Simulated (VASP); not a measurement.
# Li4Mg5Cl14 in VASP: notebook, part 3 of 3

VASP 6.6.1. The steps go on from the part before.

## Step 4: Single point, PBE

File INCAR:

```
SYSTEM = Li4Mg5Cl14
ALGO = Normal ; EDIFF = 1E-6
ENCUT = 520 ; GGA = PE
ISIF = 2 ; ISMEAR = -1
ISYM = 0 ; LASPH = .True.
LCHARG = .True. ; LELF = .True.
LREAL = Auto ; LVHAR = .True.
LWAVE = .False. ; NBANDS = 77
NELM = 60 ; PREC = Accurate
SIGMA = 0.0552
```

File KPOINTS:

```
k-points
0
Gamma
  1 1 1
  0 0 0
```

File POSCAR:

```
Li4Mg5Cl14
1.0
    8.3069090000     -0.1152490000     -0.0233070000
   -0.1152490000      8.4640910000      0.3031410000
   -0.0233070000      0.3031410000      8.2260140000
Mg Cl Li
5 14 4
Direct
    0.4164288803      0.6975694768      0.6353725874
    0.1379874536      0.1884385568      0.5238282625
    0.8619943308      0.7575085178      0.6280673255
    0.6685060643      0.9393824476     -0.0324728919
    0.3606840900      0.5404324525      0.1602786270
    0.4112376248      0.2426303656      0.5078568434
    0.6306031913      0.1982389149      1.0187707103
    0.2128323983      0.2760720496      0.1425467702
    0.8939047634      0.8633029954      0.1012879026
    0.4075223127      0.5021055289      0.8450940334
    0.1587138443      0.7938441367      0.7350031787
    0.9016187950      0.3549939874      0.4246612997
    1.0254966128      0.1778856555      0.8093662148
    0.2756063674      0.6086228107      0.4102562955
    0.9849997991      0.9698659659      0.4498053676
    0.6792035064      0.6812886245      0.4071689741
    0.6301561844      0.9412285791      0.6865073506
    0.8033052195      0.5696871982      0.8574882182
    0.3957813588      0.8089243037      0.0153179114
    0.7434805840      0.1990532507      0.5820082607
    0.8997506923      0.1632124883      0.1426630313
    0.3005220045      0.1719563785      0.8904253309
    0.0317165721      0.6422026066      0.9659102547
```

Potentials or basis: VASP PAW PBE potentials, release 64 (Mg, Cl, Li_sv).

Started as:

```sh
$ cat potpaw_PBE.64/Mg/POTCAR potpaw_PBE.64/Cl/POTCAR potpaw_PBE.64/Li_sv/POTCAR > POTCAR
$ mpirun -np 1 vasp_gam > vasp.out
```

OUTCAR:

```text
SYSTEM = Li4Mg5Cl14
   EDIFF = 1E-6
   ENCUT = 520
   GGA = PE
   ISIF = 2
   ISMEAR = -1
   ISYM = 0
   LASPH = .True.
   LREAL = Auto
   NELM = 60
   PREC = Accurate

 ion  position               nearest neighbor table
   1  0.416  0.698  0.635-  10 2.30  14 2.34  11 2.48  17 2.74  16 2.90
   2  0.138  0.188  0.524-   6 2.31  15 2.33  13 2.53  12 2.55
   3  0.862  0.758  0.628-  18 2.42  15 2.44  16 2.47  17 2.58  11 2.63
   4  0.669  0.939  0.968-   9 2.25   7 2.29  17 2.33  19 2.51  21 3.09
[... 272 lines left out ...]
  Total       -0.8698785      3.3409193      3.7823049     -3.4532721      1.8140652      5.0413701
  in kB       -2.4133366      9.2688385     10.4933913     -9.5805430      5.0328295     13.9864634
  external PRESSURE =       5.7829644 kB  Pullay stress =       0.0000000 kB

 VOLUME and BASIS-vectors are now :
 -----------------------------------------------------------------------------
  energy-cutoff  :      520.00
  volume of cell :      577.50
      direct lattice vectors                 reciprocal lattice vectors
     8.306909000 -0.115249000 -0.023307000     0.120405116  0.001629396  0.000281102
    -0.115249000  8.464091000  0.303141000     0.001629396  0.118324367 -0.004355814
    -0.023307000  0.303141000  8.226014000     0.000281102 -0.004355814  0.121726875

 POSITION                                       TOTAL-FORCE (eV/Angst)
 -----------------------------------------------------------------------------------
      3.36403      6.04891      5.42834         0.312836      0.135189     -0.319213
      1.11232      1.73785      4.36293        -0.689999      0.579649      0.072281
      7.05857      6.50267      5.37603         0.132601     -0.339691     -0.497795
      5.42241      8.16727      8.22808        -0.683088     -0.479371      0.557021
      2.93015      4.58129      1.47387         0.481776     -0.385986     -0.644070
      3.37631      2.16020      4.24160         0.075512     -0.384494      0.476845
[... 15 lines left out ...]
      2.45584      1.69074      7.36977        -0.004954      0.341334      0.262212
      0.16694      5.72481      8.13953        -0.007304      0.441469     -0.095460
 -----------------------------------------------------------------------------------
    total drift:                                0.005122      0.004430     -0.001466

  FREE ENERGIE OF THE ION-ELECTRON SYSTEM (eV)
  ---------------------------------------------------
  free  energy   TOTEN  =       -76.9958392560 eV

  energy  without entropy=      -76.9958392560  energy(sigma->0) =      -76.99583926
```

stdout:

```text
POSCAR found type information on POSCAR MgClLi
 POSCAR found :  3 types and      23 ions
 scaLAPACK will be used
 LDA part: xc-table for (Slater+PW92), standard interpolation
 POSCAR, INCAR and KPOINTS ok, starting setup
 FFT: planning ... GRIDC
 FFT: planning ... GRID_SOFT
 FFT: planning ... GRID
 WAVECAR not read
 entering main loop
```

Run time: 53 s. Hardware: 1 thread of Intel Xeon Platinum 8559C (Emerald Rapids), shared host; peak memory 0.52 GiB.

What came out:

- Free energy: -76.9958 eV
- Largest force: 1.262 eV/Å
- Band gap on the k mesh: 3.59 eV

Forces on the atoms (eV/Å):
```
Mg   0.313  0.135 -0.319
Mg  -0.690  0.580  0.072
Mg   0.133 -0.340 -0.498
Mg  -0.683 -0.479  0.557
Mg   0.482 -0.386 -0.644
Cl   0.076 -0.384  0.477
Cl   0.060 -0.027  0.149
Cl   0.075  0.638  0.205
Cl   0.470  0.058 -0.202
Cl  -0.113 -1.011  0.392
Cl  -0.422 -0.284 -0.021
Cl   0.559 -0.161 -0.288
Cl   0.296  0.029 -0.593
Cl  -0.569  0.094 -0.316
Cl  -0.219  0.100 -0.421
Cl  -0.365  0.097  0.982
Cl  -0.064 -0.253 -0.288
Cl   0.041  0.240 -0.625
Cl   0.605  0.465  1.005
Li  -0.190  0.042  0.122
Li   0.218  0.065  0.087
Li  -0.005  0.341  0.262
Li  -0.007  0.441 -0.095
```

Caveat: the k points lie up to 0.77 Å⁻¹ apart; the cutoff is under 1.25 times the usual one of these potentials, so pressure, stress and relaxed cells hold a basis-set (Pulay) error.

## Step 5: Single point, PBE

File INCAR:

```
SYSTEM = Li4Mg5Cl14
PREC = Accurate ; ENCUT = 520
EDIFF = 1E-6 ; ISMEAR = -1
SIGMA = 0.0552 ; LREAL = Auto
LASPH = .TRUE. ; NELM = 60
ALGO = Normal ; ISIF = 2
LWAVE = .FALSE. ; LCHARG = .FALSE.
GGA = PE ; ISYM = 0
NBANDS = 77
```

File KPOINTS:

```
regular mesh
0
G
  1 1 1
  0 0 0
```

File POSCAR:

```
Li4Mg5Cl14
1.0
    8.3069090000     -0.1152490000     -0.0233070000
   -0.1152490000      8.4640910000      0.3031410000
   -0.0233070000      0.3031410000      8.2260140000
Mg Cl Li
5 14 4
Direct
    0.3926701878      0.6778134930      0.6153168356
    0.1327334581      0.2019730536      0.5182805798
    0.8807167060      0.7325221200      0.5911567104
    0.6672538854      0.9619845551     -0.0172674486
    0.3869321323      0.5567853493      0.1462246186
    0.4216588584      0.2060015897      0.5120473993
    0.6263223134      0.2297895839      1.0288086125
    0.2083787037      0.3383367501      0.1663859242
    0.9255990055      0.9303958917      0.1012791608
    0.3979316018      0.4898359974      0.8487791557
    0.1572632663      0.7604974174      0.7340745332
    0.9063215431      0.3568625531      0.4241443018
    1.0472120204      0.1994708333      0.8333180059
    0.2572921685      0.5955186626      0.3960913008
    0.9917860252      0.9782342128      0.4685606734
    0.6527172427      0.6494184491      0.4487883831
    0.6759404727      0.9627534294      0.6978858907
    0.8049734585      0.5967886021      0.8642458453
    0.4024229307      0.8274406297      0.0505410143
    0.7112458541      0.1835992061      0.5098880892
    0.9423414535      0.2325069226      0.1234612257
    0.2933346973      0.2101570602      0.9589928403
    0.0080410011      0.7036556963      0.9775281832
```

Started as:

```sh
$ cat potpaw_PBE.64/Mg/POTCAR potpaw_PBE.64/Cl/POTCAR potpaw_PBE.64/Li_sv/POTCAR > POTCAR
$ mpirun -np 1 vasp_gam > vasp.out
```

Run time: 53 s. Hardware: 1 thread of Intel Xeon Platinum 8559C (Emerald Rapids), shared host; peak memory 0.51 GiB.

Results (log left out):

| Item | Value |
| --- | --- |
| Free energy | -77.4748 eV |
| Largest force | 1.183 eV/Å |
| Band gap on the k mesh | 3.68 eV |

Forces on the atoms (eV/Å):
```
Mg   0.936 -0.190  0.502
Mg   0.457  0.702  0.836
Mg   0.001  0.196  1.058
Mg   0.060  0.059  0.057
Mg   0.286  0.015 -0.519
Cl  -0.545  0.004  0.030
Cl   0.071 -0.463  0.408
Cl  -0.317 -0.602  0.200
Cl  -0.403 -0.405 -0.042
Cl   0.292 -0.038  0.068
Cl  -0.461  0.257  0.120
Cl   0.159  0.140 -0.174
Cl   0.410  0.162 -0.930
Cl  -0.395  0.288 -0.249
Cl  -0.246 -0.431 -0.616
Cl  -0.481  0.183 -0.040
Cl  -0.194 -0.515  0.060
Cl  -0.179 -0.011 -0.475
Cl   0.555  0.353  0.210
Li  -0.331 -0.094  0.191
Li  -0.271 -0.071 -0.320
Li   0.306  0.052 -0.464
Li   0.288  0.411  0.090
```

Levels at points of the mesh, in eV from the valence-band top:
| k point | band 57 | band 58 | band 59 | band 60 | band 61 | band 62 | band 63 | band 64 |
| --- | --- | --- | --- | --- | --- | --- | --- | --- |
| (0.00, 0.00, 0.00) | -0.31 | -0.24 | -0.12 | 0.00 | 3.68 | 4.97 | 5.35 | 5.47 |

Caveat: the k points lie up to 0.77 Å⁻¹ apart; the cutoff is under 1.25 times the usual one of these potentials, so pressure, stress and relaxed cells hold a basis-set (Pulay) error.

## Step 6: Single point, PBE

File INCAR:

```
SYSTEM = Li4Mg5Cl14
PREC = Accurate ; ENCUT = 520
EDIFF = 1E-6 ; ISMEAR = -1
SIGMA = 0.05 ; LREAL = Auto
LASPH = .True. ; NELM = 60
ALGO = Normal ; ISIF = 2
LWAVE = .False. ; LCHARG = .False.
GGA = PE ; NBANDS = 77
ISYM = 0
```

File KPOINTS:

```
Automatic mesh
0
Gamma
  1 1 1
  0 0 0
```

File POSCAR:

```
Li4Mg5Cl14
1.0
    8.3069090000     -0.1152490000     -0.0233070000
   -0.1152490000      8.4640910000      0.3031410000
   -0.0233070000      0.3031410000      8.2260140000
Mg Cl Li
5 14 4
Direct
    0.4264490380      0.6660080678      0.6085548719
    0.1325477342      0.2041935141      0.5148182174
    0.8765150481      0.7585037058      0.6317822173
    0.6873379376      0.9545932213      0.9926539684
    0.3701973602      0.5702679411      0.1231378400
    0.3988739663      0.2110373512      0.5055089235
    0.6474672323      0.2017767400      0.0713867878
    0.1932190387      0.3406889403      0.1550140287
    0.9577361027      0.9395998605      0.0948087025
    0.4427151220      0.4721798844      0.8421921333
    0.1775644071      0.7432802479      0.7573289780
    0.9078682810      0.3602477826      0.4195305057
    0.0403569628      0.2044518152      0.7972175676
    0.2681338039      0.6141254564      0.3764862046
    1.0167104813      0.9504023968      0.4647325592
    0.6754565286      0.6339786643      0.4730557156
    0.6551011184      0.9461377844      0.7145468373
    0.7982580493      0.6109792638      0.8962210781
    0.4159915329      0.8318194126      0.0434398660
    0.6804274489      0.2452461619      0.5529464885
    0.9395643696      0.2160247969      0.0954681640
    0.2876990360      0.2331909656      0.9170500632
    0.0120131707      0.7063229346      0.9997555985
```

Potentials or basis: VASP PAW PBE potentials, release 64 (Mg, Cl, Li_sv).

Started as:

```sh
$ cat potpaw_PBE.64/Mg/POTCAR potpaw_PBE.64/Cl/POTCAR potpaw_PBE.64/Li_sv/POTCAR > POTCAR
$ mpirun -np 1 vasp_gam > vasp.out
```

Wall time 53 s (1 thread of Intel Xeon Platinum 8559C (Emerald Rapids), shared host); peak memory 0.53 GiB.

It converged, with:

| Quantity | Value |
| --- | --- |
| Free energy | -78.0877 eV |
| Largest force | 1.408 eV/Å |
| Band gap on the k mesh | 3.86 eV |

Forces in eV/Å, atoms in the order of the input:
```
Mg  -0.338 -0.005  0.449
Mg  -1.385  0.068  0.241
Mg   0.184  0.000  0.624
Mg   0.064 -0.590  0.354
Mg   0.263 -0.673 -0.566
Cl   1.003  0.000  0.144
Cl  -0.060  0.295  0.188
Cl   0.152 -0.268 -0.471
Cl  -0.400 -0.293 -0.164
Cl  -0.112 -0.085  0.097
Cl  -0.353 -0.161 -0.136
Cl   0.047 -0.456 -0.006
Cl   0.268  0.182 -0.286
Cl  -0.034  0.347  0.577
Cl  -0.035  0.199 -0.125
Cl  -0.318  0.238 -0.040
Cl   0.040  0.157 -0.765
Cl   0.056  0.085 -0.284
Cl   0.575  0.540  0.279
Li   0.053 -0.065 -0.054
Li  -0.179  0.208 -0.053
Li   0.048  0.119 -0.010
Li   0.464  0.158  0.005
```

Levels at points of the mesh, in eV from the valence-band top:
| k point | band 56 | band 57 | band 58 | band 59 | band 60 | band 61 | band 62 | band 63 | band 64 | band 65 |
| --- | --- | --- | --- | --- | --- | --- | --- | --- | --- | --- |
| (0.00, 0.00, 0.00) | -0.61 | -0.44 | -0.42 | -0.29 | 0.00 | 3.86 | 5.24 | 5.45 | 5.88 | 6.05 |

Caveat: the k points lie up to 0.77 Å⁻¹ apart; the cutoff is under 1.25 times the usual one of these potentials, so pressure, stress and relaxed cells hold a basis-set (Pulay) error.

## Step 7: Overview

```csv
smearing,gap on the mesh (eV),largest force (eV/Å)
fermi-dirac 0.0991 eV,2.90,1.69
fermi-dirac 0.0552 eV,3.68,1.18
fermi-dirac 0.05 eV,3.86,1.41
```

Alike in all rows: task single point; level PBE; potentials or basis VASP PAW PBE potentials, release 64 (Mg, Cl, Li_sv); no spin polarisation; cell as given; k mesh 1 × 1 × 1; cutoff (eV) 520.

Caveats: all runs use coarse meshes; the cutoff is under 1.25 times the usual one of these potentials, so pressure, stress and relaxed cells hold a basis-set (Pulay) error.

Total energies depend on the potentials used, so only differences within one code and one set of settings carry meaning.
